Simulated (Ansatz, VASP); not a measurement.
## One calculation of CdSe, two programs

```
Cd Se
1.0
     4.30000    0.00000    0.00000
    -2.15000    3.72391    0.00000
     0.00000    0.00000    7.02000
Cd Se
2 2
Direct
  0.66667 0.33333 0.50000
  0.33333 0.66667 0.00000
  0.66667 0.33333 0.88500
  0.33333 0.66667 0.38500
```

Alike in both runs: task relaxation of cell and atoms; functional RPBE; k mesh 7 × 7 × 4; occupations fermi-dirac, width 0.05 eV; no spin polarisation.

|  | VASP | Ansatz |
| --- | --- | --- |
| version | VASP 6.6.1 | Ansatz 0.2.0 |
| potentials or method | VASP PAW PBE potentials, release 64 (Cd, Se) | Ansatz PAW |
| plane-wave cutoff (eV) | 600 | 420 |
| valence electrons in the cell | 36 | 72 |

|  | VASP | Ansatz | Ansatz less VASP |
| --- | --- | --- | --- |
| relaxed volume (Å³/atom) | 31.18 | 31.04 | -0.140 |
| relaxed length of the cell vector where the two differ most in proportion (Å) | 7.269 | 7.256 | -0.0130 |

VASP's potentials were made for PBE, not for RPBE. VASP's potentials hold 36 valence electrons a cell and Ansatz's 72, so a difference there can come from the potentials and not from the codes.

Noted on Ansatz's run: odd divisions of the mesh miss points on the zone boundary, where band edges often lie, so the gap on the mesh can be too wide; the plane-wave basis is chosen anew once the cell has moved, so the energies of steps on either side of that aren't comparable.
